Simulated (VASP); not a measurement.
Crystal: CdS4.

```
Cd S
1.0
     4.68834    0.00000    0.00000
     0.00000    4.68834    0.00000
     0.00000    0.00000    6.14995
Cd S
1 4
Direct
  0.00000 0.00000 0.50000
  0.00000 0.50000 0.15301
  0.50000 0.00000 0.15301
  0.00000 0.50000 0.84699
  0.50000 0.00000 0.84699
```

The cell was built from a structure type or drawn by symmetry, and may not be a known phase.

- Program: VASP 6.6.1
- Task: relaxation of cell and atoms
- Functional: PBE
- Potentials or basis: VASP PAW PBE potentials, release 64 (Cd, S)
- Cutoff: 600 eV
- k mesh: 4 × 4 × 4
- Occupations: gaussian, width 0.1 eV
- Spin: no spin polarisation

At the start: pressure 0.5 GPa; volume 27.04 Å³/atom.

**Question.** Where does the relaxation end?

**Answer.** Over 29 steps the energy falls by 163.0 meV/atom and the volume is 23.35 Å³/atom (-13.6 %); space group P4/mmm (No. 123, to 0.1 Å) before and after.

Step by step:
```tsv
step	energy change (eV)	largest force (eV/Å)	pressure (GPa)	volume (Å³)
1	0.0000	1.3093	0.51	135.18
2	0.2347	1.7371	-5.30	136.84
3	-0.0506	0.1461	-1.59	135.63
4	-0.0507	0.1891	-1.50	135.61
5	-0.1173	0.2473	-1.35	131.69
6	-0.2989	0.4340	0.21	120.33
7	-0.1568	0.7407	10.07	99.32
8	-0.3334	0.9215	2.68	113.92
9	-0.3389	1.0254	4.36	109.65
10	-0.3539	0.8960	4.36	109.07
11	-0.3820	0.4748	4.37	107.31
12	-0.3657	0.2264	5.07	103.83
13	-0.3873	0.2511	4.46	106.17
14	-0.4137	0.1920	4.08	106.72
15	-0.4840	0.0169	2.96	108.39
16	-0.5914	0.3065	1.00	111.76
17	-0.6779	0.9319	-2.29	118.61
18	-0.7282	0.7137	-2.11	119.35
19	-0.7919	0.1148	-1.49	121.06
20	-0.7946	0.0466	-1.30	121.46
21	-0.7991	0.0786	-1.09	120.85
22	-0.8079	0.1753	-0.41	119.03
23	-0.8035	0.3729	1.10	115.43
24	-0.8098	0.2435	0.08	117.77
25	-0.8122	0.0860	-0.02	117.37
26	-0.8124	0.0135	-0.06	117.17
27	-0.8133	0.0180	0.03	117.00
28	-0.8143	0.0335	0.28	116.48
29	-0.8148	0.0287	0.13	116.73
```

Final structure:
```cif
data_structure
_symmetry_space_group_name_H-M 'P 1'
_symmetry_Int_Tables_number 1
_cell_length_a 4.8238
_cell_length_b 4.8238
_cell_length_c 5.0165
_cell_angle_alpha 90.000
_cell_angle_beta 90.000
_cell_angle_gamma 90.000
_cell_volume 116.73
loop_
_atom_site_label
_atom_site_type_symbol
_atom_site_fract_x
_atom_site_fract_y
_atom_site_fract_z
_atom_site_occupancy
Cd1 Cd 0.00000 0.00000 0.50000 1
S1 S 0.00000 0.50000 0.19642 1
S2 S 0.50000 0.00000 0.19642 1
S3 S 0.00000 0.50000 0.80358 1
S4 S 0.50000 0.00000 0.80358 1
```

Caveat: a cell axis changed by over 15 % at a fixed basis, so the end point is rough.
